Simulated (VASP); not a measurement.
Here is a VASP 6.6.1 calculation.

Contents of INCAR:

```
SYSTEM = Na
ALGO     = Fast           ! electronic algorithm
EDIFF    = 1E-7           ! SCF threshold, eV
ENCUT    = 520            ! plane-wave cutoff, eV
GGA      = PS             ! functional
ISIF     = 2              ! what is computed and relaxed
ISMEAR   = 0              ! smearing method
LASPH    = .TRUE.         ! aspherical terms in the spheres
LCHARG   = .FALSE.        ! write CHGCAR
LREAL    = .FALSE.        ! projectors in reciprocal space
LWAVE    = .FALSE.        ! write WAVECAR
NBANDS   = 14             ! bands
NELM     = 100            ! most SCF steps
PREC     = Accurate       ! precision mode
SIGMA    = 0.1            ! smearing width, eV
```

The input KPOINTS:

```
k-points
0
G
  12 12 6
  0 0 0
```

File POSCAR:

```
Na
1.0
    3.9732066322      0.0302490180      0.0376700100
   -1.9604068981      3.3952054441     -0.0177584399
    0.0615400000      0.0020308200      6.4335762200
Na
2
Direct
    0.3276274906      0.6677211315      0.2589551511
    0.6723725094      0.3322788685      0.7410448489
```

Potentials or basis: VASP PAW PBE potentials, release 64 (Na_pv).

Launch:

```sh
$ cat potpaw_PBE.64/Na_pv/POTCAR > POTCAR
$ mpirun -np 1 vasp_std > vasp.out
```

Estimate the largest force.

0.051 eV/Å.

Predict the band gap on the k mesh.

zero (band 7 reaches 1.72 eV, above the bottom of band 8 at -2.07 eV).

Estimate the pressure.

-1.0 GPa.

Stress tensor (GPa, compression positive):
```
-1.06 -0.01 -0.05
-0.01 -0.99 -0.01
-0.05 -0.01 -0.96
```

Caveat: the cell differs from its parent crystal (atoms moved at random and the cell strained at random); the PAW data sets were made with another functional, which shifts forces and pressure a little.
